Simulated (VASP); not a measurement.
B, 1 atom in the cell. The structure is tetragonal, space group P4/mmm (No. 123). Conventional cell: a = 2.346 Å, b = 2.346 Å, c = 1.586 Å, α = 90.00°, β = 90.00°, γ = 90.00°. Within 2.1 Å of B (site symmetry 4/mmm) lie 2 B at 1.59 Å. 

* Program: VASP 6.6.1
* Task: single point
* Functional: HSE06
* Potentials or basis: VASP PAW PBE potentials, release 64 (B)
* Cutoff: 520 eV
* k mesh: 6 × 6 × 8
* Occupations: fermi-dirac, width 0.1 eV
* Spin: no spin polarisation
* Dipole correction: no
* Grid for exact exchange (PRECFOCK): Normal
* Further INCAR settings: ALGO = Normal; EDIFF = 1e-06; NBANDS = 8
* Screening parameter: 0.2079 1/Å

Potentials or basis: VASP PAW PBE potentials, release 64 (B).

Run with:

```sh
$ cat potpaw_PBE.64/B/POTCAR > POTCAR
$ cp INCAR.step1 INCAR
$ mpirun -np 1 vasp_std > vasp.out
$ cp INCAR.step2 INCAR
$ mpirun -np 1 vasp_std > vasp.out
```

Hardware: 1 thread of AMD EPYC 7R43 64-Core Processor (Zen 3) (shared host).

Task: Estimate the wall time of this run.

Result: Wall time 3.4 min on 1 thread of AMD EPYC 7R43 64-Core Processor (Zen 3), on a shared host, peak memory 0.17 GiB. Counts: k points 50.
